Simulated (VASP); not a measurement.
# SiNi (Pmn2_1) in VASP: a series of runs, part 2 of 2

VASP 6.6.1.

## 3. Single point, PBE (all Ni atoms moved -0.300 Å, as atom 5 along Cartesian [0 0 1])

File INCAR:

```
PREC     = Accurate       # precision mode
ENCUT    = 520            # plane-wave cutoff, eV
EDIFF    = 1E-6           # SCF threshold, eV
ISMEAR   = 0              # smearing method
SIGMA    = 0.15           # smearing width, eV
LREAL    = False          # projectors in reciprocal space
LASPH    = True           # aspherical terms in the spheres
NELM     = 60             # most SCF steps
ALGO     = Normal         # electronic algorithm
ISIF     = 2              # what is computed and relaxed
LWAVE    = False          # write WAVECAR
LCHARG   = False          # write CHGCAR
GGA      = PE             # functional
NBANDS   = 38             # bands
```

File KPOINTS:

```
Automatic mesh
0
Gamma
  8 12 8
```

File POSCAR:

```
SiNi
1.0
    5.1540864102      0.0000000000      0.0000000000
    0.0000000000      3.3754899888      0.0000000000
    0.0000000000      0.0000000000      5.6197139747
Si Ni
4 4
Direct
    0.3212470398      0.7500000000      0.0840781290
    0.1787529602      0.2500000000      0.5840781290
    0.8212470398      0.7500000000      0.4159218710
    0.6787529602      0.2500000000      0.9159218710
    0.0082175838      0.2500000000      0.1351034325
    0.4917824162      0.7500000000      0.6351034325
    0.5082175838      0.2500000000      0.2581295679
    0.9917824162      0.7500000000      0.7581295679
```

Potentials or basis: VASP PAW PBE potentials, release 64 (Si, Ni).

Run with:

```bash
$ cat potpaw_PBE.64/Si/POTCAR potpaw_PBE.64/Ni/POTCAR > POTCAR
$ mpirun -np 1 vasp_std > vasp.out
```

OUTCAR:

```text
PREC = Accurate
   ENCUT = 520
   EDIFF = 1E-6
   ISMEAR = 0
   LREAL = False
   LASPH = True
   NELM = 60
   ISIF = 2
   GGA = PE

 ion  position               nearest neighbor table
   1  0.321  0.750  0.084-   7 2.18   7 2.18   5 2.35   5 2.35   8 2.50   4 2.67   4 2.67   6 2.67

   2  0.179  0.250  0.584-   8 2.18   8 2.18   6 2.35   6 2.35   7 2.50   3 2.67   3 2.67   5 2.67

   3  0.821  0.750  0.416-   6 2.10   8 2.11   7 2.50   7 2.50   5 2.50   5 2.50   2 2.67   2 2.67

   4  0.679  0.250  0.916-   5 2.10   7 2.11   8 2.50   8 2.50   6 2.50   6 2.50   1 2.67   1 2.67

   5  0.008  0.250  0.135-   4 2.10   1 2.35   1 2.35   3 2.50   3 2.50   7 2.67   7 2.67   2 2.67
                             8 2.71   8 2.71
   6  0.492  0.750  0.635-   3 2.10   2 2.35   2 2.35   4 2.50   4 2.50   8 2.67   8 2.67   1 2.67
                             7 2.71   7 2.71
   7  0.508  0.250  0.258-   4 2.11   1 2.18   1 2.18   3 2.50   3 2.50   2 2.50   5 2.67   5 2.67
                             6 2.71   6 2.71
   8  0.992  0.750  0.758-   3 2.11   2 2.18   2 2.18   4 2.50   4 2.50   1 2.50   6 2.67   6 2.67
                             5 2.71   5 2.71

  LATTYP: Found a simple orthorhombic cell.
 ALAT       =     3.3754899888
 B/A-ratio  =     1.5269150338
 C/A-ratio  =     1.6648587297

  Lattice vectors:

 A1 = (   0.0000000000,  -3.3754899888,   0.0000000000)
 A2 = (   5.1540864102,   0.0000000000,   0.0000000000)
 A3 = (   0.0000000000,   0.0000000000,   5.6197139747)

Analysis of symmetry for initial positions (statically):
=====================================================================
 Subroutine PRICEL returns:
 Original cell was already a primitive cell.

 Routine SETGRP: Setting up the symmetry group for a
 simple orthorhombic supercell.

 Subroutine GETGRP returns: Found  4 space group operations
 (whereof  1 operations were pure point group operations)
 out of a pool of  8 trial point group operations.

The static configuration has the point symmetry C_1 .
 The point group associated with its full space group is C_2v.

Analysis of symmetry for dynamics (positions and initial velocities):
=====================================================================
 Subroutine PRICEL returns:
 Original cell was already a primitive cell.

 Routine SETGRP: Setting up the symmetry group for a
 simple orthorhombic supercell.

 Subroutine GETGRP returns: Found  4 space group operations
 (whereof  1 operations were pure point group operations)
 out of a pool of  8 trial point group operations.

The dynamic configuration has the point symmetry C_1 .
 The point group associated with its full space group is C_2v.

 Subroutine INISYM returns: Found  4 space group operations
 (whereof  1 operations are pure point group operations),
 and found     1 'primitive' translations

----------------------------------------------------------------------------------------

                                     Primitive cell

  volume of cell :      97.7694

  direct lattice vectors                    reciprocal lattice vectors
     5.154086410  0.000000000  0.000000000     0.194020806  0.000000000  0.000000000
     0.000000000  3.375489989  0.000000000     0.000000000  0.296253286  0.000000000
[... 52 lines left out ...]
 Following reciprocal coordinates:
            Coordinates               Weight
  0.000000  0.000000  0.000000      1.000000
  0.125000  0.000000  0.000000      2.000000
  0.250000  0.000000  0.000000      2.000000
  0.375000  0.000000  0.000000      2.000000
  0.500000  0.000000  0.000000      1.000000
  0.000000  0.083333  0.000000      2.000000
[... 16 lines left out ...]
  0.250000  0.333333  0.000000      4.000000
  0.375000  0.333333  0.000000      4.000000
 [... further k-points ...]
   k-points           NKPTS =    175   k-points in BZ     NKDIM =    175   number of bands    NBANDS=     38
   number of dos      NEDOS =    301   number of ions     NIONS =      8
   total plane-waves  NPLWV =  47040
   dimension x,y,z NGX =    40 NGY =   28 NGZ =   42
   dimension x,y,z NGXF=    80 NGYF=   56 NGZF=   84
   ions per type =               4   4
   NGX,Y,Z   is equivalent  to a cutoff of  12.90, 13.79, 12.42 a.u.
   NGXF,Y,Z  is equivalent  to a cutoff of  25.80, 27.58, 24.85 a.u.
 SYSTEM =  unknown system
   PREC   = accura    normal or accurate (medium, high low for compatibility)
   ISTART =      0    job   : 0-new  1-cont  2-samecut
   ICHARG =      2    charge: 1-file 2-atom 10-const
   ISPIN  =      1    spin polarized calculation?
   LNONCOLLINEAR =      F non collinear calculations
   LSORBIT =      F    spin-orbit coupling
   LASPH  =      T    aspherical Exc in radial PAW
   ENCUT  =  520.0 eV  38.22 Ry    6.18 a.u.   9.58  6.28 10.45*2*pi/ulx,y,z
   NELM   =     60;   NELMIN=  2; NELMDL= -5     # of ELM steps
   EDIFF  = 0.1E-05   stopping-criterion for ELM
   LREAL  =      F    real-space projection
   EDIFFG = 0.1E-04   stopping-criterion for IOM
   NSW    =      0    number of steps for IOM
   IBRION =     -1    ionic relax: 0-MD 1-quasi-New 2-CG
   NFREE  =      0    steps in history (QN), initial steepest desc. (CG)
   ISIF   =      2    stress and relaxation
   ISYM   =      2    0-nonsym 1-usesym 2-fastsym
   POTIM  = 0.5000    time-step for ionic-motion
   TEBEG  =    0.0;   TEEND  =   0.0 temperature during run
   PSTRESS=    0.0 pullay stress
   NELECT =      56.0000    total number of electrons
   NUPDOWN=      -1.0000    fix difference up-down
   EMIN   =  10.00;   EMAX   =-10.00  energy-range for DOS
   EFERMI =   0.00;   METHOD = LEGACY
   ISMEAR =     0;   SIGMA  =   0.15  broadening in eV -4-tet -1-fermi 0-gaus
   EFERMI_NEDOS =   21; number of points for ismear=-14 and -15
   IALGO  =     38    algorithm
   IMIX   =      4    mixing-type and parameters
     AMIX     =   0.40;   BMIX     =  1.00
     AMIX_MAG =   1.60;   BMIX_MAG =  1.00
  volume/ion in A,a.u.               =      12.22        82.47
  Fermi-wavevector in a.u.,A,eV,Ry     =   1.359575  2.569225 25.149621  1.848445
  Thomas-Fermi vector in A             =   2.486311
   LORBIT       =      0    0 simple, 1 ext, 2 COOP (PROOUT), +10 PAW based schemes
   GGA     = PE    functional components
   LHFCALC =     F    Hartree Fock is set to
   AEXX    =    0.0000 exact exchange contribution
   IVDW    =     0    specifies the selected vdW correction
   LEPSILON=     F    determine dielectric tensor
   LRPA    =     F    only Hartree local field effects (RPA)
 non-spin polarized calculation
 Gauss-broadening in eV      SIGMA  =   0.15
  energy-cutoff  :      520.00
  volume of cell :       97.77
 maximum number of plane-waves:      2672
 NGX is ok and might be reduce to    40
   NGX = 19   NGY = 13   NGZ = 21

 number of electron      56.0000018 magnetization

 Free energy of the ion-electron system (eV)
  ---------------------------------------------------
  ext. energy  EPLUGINS =         0.00000000
  ---------------------------------------------------
  free energy    TOTEN  =       -46.20085888 eV

  energy without entropy =      -46.17982403  energy(sigma->0) =      -46.19034146

 E-fermi :  10.3119     XC(G=0): -12.1463

 val. band max:       10.2887124058   @ k =   0.3750   0.0833   0.1250
 cond. band min:      10.3173702193   @ k =   0.2500   0.4167   0.2500
 fundamental gap:      0.0286578135
 Fermi energy:        10.3119318584

 k-point     1 :       0.0000    0.0000    0.0000
  band No.  band energies     occupation
      1      -2.6345      2.00000
      2       0.6043      2.00000
      3       2.0130      2.00000
      4       2.5204      2.00000
      5       3.8153      2.00000
      6       4.3108      2.00000
[... 973 lines left out ...]
     37      16.0986      0.00000
     38      16.8437      0.00000

 [... further k-points ...]
[... 5 lines left out ...]
  --------------------------------------------------------------------------------------
  -------------------------------------------------------------------------------------
  Total        4.8787514      3.0435039      4.7516403      0.0000000      0.0000000      0.0000000
  in kB       79.9496447     49.8748631     77.8666353      0.0000000      0.0000000      0.0000000
  external PRESSURE =      69.2303810 kB  Pullay stress =       0.0000000 kB

 VOLUME and BASIS-vectors are now :
 -----------------------------------------------------------------------------
  energy-cutoff  :      520.00
  volume of cell :       97.77
      direct lattice vectors                 reciprocal lattice vectors
     5.154086410  0.000000000  0.000000000     0.194020806  0.000000000  0.000000000
     0.000000000  3.375489989  0.000000000     0.000000000  0.296253286  0.000000000
     0.000000000  0.000000000  5.619713975     0.000000000  0.000000000  0.177944999

 POSITION                                       TOTAL-FORCE (eV/Angst)
 -----------------------------------------------------------------------------------
      1.65574      2.53162      0.47250        -1.057067      0.000000     -1.574615
      0.92131      0.84387      3.28235         1.057067      0.000000     -1.574615
      4.23278      2.53162      2.33736         0.802249      0.000000     -3.293582
      3.49835      0.84387      5.14722        -0.802249     -0.000000     -3.293582
      0.04235      0.84387      0.75924         0.885506      0.000000      1.845161
      2.53469      2.53162      3.56910        -0.885506      0.000000      1.845161
      2.61940      0.84387      1.45061        -0.106148     -0.000000      3.023037
      5.11173      2.53162      4.26047         0.106148      0.000000      3.023037
 -----------------------------------------------------------------------------------
    total drift:                               -0.000000      0.000000     -0.000689

  FREE ENERGIE OF THE ION-ELECTRON SYSTEM (eV)
  ---------------------------------------------------
  free  energy   TOTEN  =       -46.2008588829 eV

  energy  without entropy=      -46.1798240271  energy(sigma->0) =      -46.19034146
```

It took 13 min on 1 thread of Intel Xeon Platinum 8259CL at 2.50GHz (Skylake/Cascade Lake), shared host; peak memory 0.56 GiB.

Results:

| Item | Value |
| --- | --- |
| Free energy | -46.2009 eV |
| Pressure | 6.9 GPa |
| Largest force | 3.390 eV/Å |
| Band gap on the k mesh | zero (band 28 reaches 11.41 eV, above the bottom of band 29 at 9.53 eV) |

Forces on the atoms (eV/Å):
```
Si  -1.057  0.000 -1.575
Si   1.057  0.000 -1.575
Si   0.802  0.000 -3.294
Si  -0.802  0.000 -3.294
Ni   0.886  0.000  1.845
Ni  -0.886  0.000  1.845
Ni  -0.106  0.000  3.023
Ni   0.106  0.000  3.023
```

Caveat: the cell differs from its parent crystal (all Ni atoms moved -0.300 Å, as atom 5 along Cartesian [0 0 1]); forces of over 1 eV/Å act on the atoms, so gaps and moduli don't describe the material at rest. Spin polarisation is off, so any magnetic state and its effect on volume and gap are missing.

## 4. Single point, PBE (all Ni atoms moved +0.225 Å, as atom 5 along Cartesian [0 0 1])

File INCAR:

```
  PREC = Accurate
  ENCUT = 520
  EDIFF = 1E-7
  ISMEAR = 0
  SIGMA = 0.15
  LREAL = False
  LASPH = True
  NELM = 80
  ALGO = Normal
  ISIF = 2
  LWAVE = False
  LCHARG = True
  GGA = PE
  LELF = True
  LVHAR = True
  NBANDS = 38
```

File KPOINTS:

```
regular mesh
0
Gamma
  8 12 8
```

File POSCAR:

```
SiNi
1.0
    5.1540864102      0.0000000000      0.0000000000
    0.0000000000      3.3754899888      0.0000000000
    0.0000000000      0.0000000000      5.6197139747
Si Ni
4 4
Direct
    0.3212470398      0.7500000000      0.0840781290
    0.1787529602      0.2500000000      0.5840781290
    0.8212470398      0.7500000000      0.4159218710
    0.6787529602      0.2500000000      0.9159218710
    0.0082175838      0.2500000000      0.2285245572
    0.4917824162      0.7500000000      0.7285245572
    0.5082175838      0.2500000000      0.3515506926
    0.9917824162      0.7500000000      0.8515506926
```

Run with:

```bash
$ cat potpaw_PBE.64/Si/POTCAR potpaw_PBE.64/Ni/POTCAR > POTCAR
$ mpirun -np 1 vasp_std > vasp.out
```

Wall time 12 min (1 thread of Intel Xeon Platinum 8259CL at 2.50GHz (Skylake/Cascade Lake), shared host); peak memory 0.56 GiB.

Results (log left out):

```
Free energy            : -46.8301 eV
Pressure               : 4.0 GPa
Largest force          : 2.335 eV/Å
Band gap on the k mesh : zero (band 28 reaches 11.38 eV, above the bottom of band 29 at 9.54 eV)
```

Forces in eV/Å, atoms in the order of the input:
```
Si   0.634  0.000  2.247
Si  -0.634  0.000  2.247
Si  -0.771  0.000  1.294
Si   0.771  0.000  1.294
Ni  -0.073  0.000 -2.087
Ni   0.073  0.000 -2.087
Ni   0.539  0.000 -1.454
Ni  -0.539  0.000 -1.454
```

Stress tensor (GPa, compression positive):
```
4.62 0.00 0.00
0.00 2.92 0.00
0.00 0.00 4.47
```

Levels at points of the mesh, in eV from the Fermi level:
```
           k point  band 26  band 27  band 28  band 29  band 30  band 31
(0.00, 0.00, 0.00)    -1.21    -1.07    -0.93     0.57     1.18     3.18
(0.50, 0.00, 0.00)    -1.86     0.97     1.04     1.05     1.23     3.44
(0.00, 0.50, 0.00)    -1.80    -1.38    -1.38    -0.63    -0.63     1.95
(0.50, 0.50, 0.00)    -1.83    -1.57    -1.57     0.37     0.37     0.49
(0.00, 0.00, 0.50)    -1.38    -0.26    -0.26     0.91     0.91     3.12
(0.50, 0.00, 0.50)    -1.06     0.81     0.81     2.20     2.20     2.74
(0.00, 0.50, 0.50)    -1.87    -1.66    -1.66     0.16     0.16     1.20
(0.50, 0.50, 0.50)    -2.01    -1.75    -1.75     2.42     2.42     2.56
```

Caveat: the cell differs from its parent crystal (all Ni atoms moved +0.225 Å, as atom 5 along Cartesian [0 0 1]); forces of over 1 eV/Å act on the atoms, so gaps and moduli don't describe the material at rest. Spin polarisation is off, so any magnetic state and its effect on volume and gap are missing.
